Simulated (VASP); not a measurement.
Write the native input for VASP 6.6.1 that does the following.

```yaml
Task: relaxation of cell and atoms
Functional: PBE
Potentials_or_basis: VASP PAW PBE potentials, release 64 (Hf_pv, N)
Cutoff: 600 eV
k_mesh: 20 × 20 × 20
Occupations: gaussian, width 0.1 eV
Spin: no spin polarisation
Dipole_correction: no
Further_INCAR_settings: ALGO = Normal; EDIFF = 1e-07; IBRION = 2; EDIFFG = -0.01; NSW = 100; ISIF = 3
```

The structure of HfN lies in POSCAR:

```
HfN
1.0
    2.8275755233      0.0000000000      0.0000000000
    0.0000000000      2.8275755233      0.0000000000
    0.0000000000      0.0000000000      2.8275755233
Hf N
1 1
Direct
    0.0000000000      0.0000000000      0.0000000000
    0.5000000000      0.5000000000      0.5000000000
```

One way to write it, as run:

INCAR

```
ALGO     = Normal         # electronic algorithm
EDIFF    = 1E-7           # SCF threshold, eV
EDIFFG   = -0.01          # ionic threshold
ENCUT    = 600            # plane-wave cutoff, eV
GGA      = PE             # functional
IBRION   = 2              # ionic algorithm
ISIF     = 3              # what is computed and relaxed
ISMEAR   = 0              # smearing method
LASPH    = True           # aspherical terms in the spheres
LCHARG   = False          # write CHGCAR
LREAL    = False          # projectors in reciprocal space
LWAVE    = False          # write WAVECAR
NELM     = 60             # most SCF steps
NSW      = 100            # ionic steps
PREC     = Accurate       # precision mode
SIGMA    = 0.1            # smearing width, eV
```

KPOINTS

```
k-points
0
Gamma
  20 20 20
```

Potentials or basis: VASP PAW PBE potentials, release 64 (Hf_pv, N).

Command:

```bash
$ cat potpaw_PBE.64/Hf_pv/POTCAR potpaw_PBE.64/N/POTCAR > POTCAR
$ mpirun -np 1 vasp_std > vasp.out
```

Results of the run:

The relaxed volume is 11.14 Å³/atom. The relaxed cell is a = 2.814 Å, b = 2.814 Å, c = 2.814 Å, α = 90.00°, β = 90.00°, γ = 90.00° and the space group after relaxing (to 0.05 Å) is Pm-3m (No. 221). The energy gained by relaxing is 1.7 meV/atom and the ionic steps are 3. The pressure after relaxing is 0.0 GPa.

It took 76 s on 1 thread of Intel(R) Xeon(R) Platinum 8488C (Sapphire Rapids) (shared host), peak memory 0.23 GiB.
